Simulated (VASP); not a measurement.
Ir, 1 atom in the cell. The structure is cubic, space group Fm-3m (No. 225). Conventional cell: a = 3.873 Å, b = 3.873 Å, c = 3.873 Å, α = 90.00°, β = 90.00°, γ = 90.00°. Ir (site symmetry m-3m) has 12 Ir at 2.74 Å within 3.6 Å. 

| Item | Value |
| --- | --- |
| Program | VASP 6.6.1 |
| Task | single point |
| Functional | PBE |
| Potentials or basis | VASP PAW PBE potentials, release 64 (Ir) |
| Cutoff | 500 eV |
| k mesh | 18 × 18 × 18 |
| Occupations | fermi-dirac, width 0.05 eV |
| Spin | non-collinear spin, zero start, spin-orbit coupling |
| Starting moments | [[0.0, 0.0, 0.0]] μB |
| Dipole correction | no |
| Further INCAR settings | ALGO = Normal; EDIFF = 1e-06; NBANDS = 20 |

Potentials or basis: VASP PAW PBE potentials, release 64 (Ir).

Command:

```console
$ cat potpaw_PBE.64/Ir/POTCAR > POTCAR
$ mpirun -np 1 vasp_ncl > vasp.out
```

Hardware: 1 thread of Intel Xeon 8259CL, on a shared host.

Problem. Estimate the wall time of this run.

Solution. It took 2.2 min on 1 thread of Intel Xeon 8259CL, on a shared host, peak memory 0.22 GiB. Counts: scf iterations 13, k points 195.
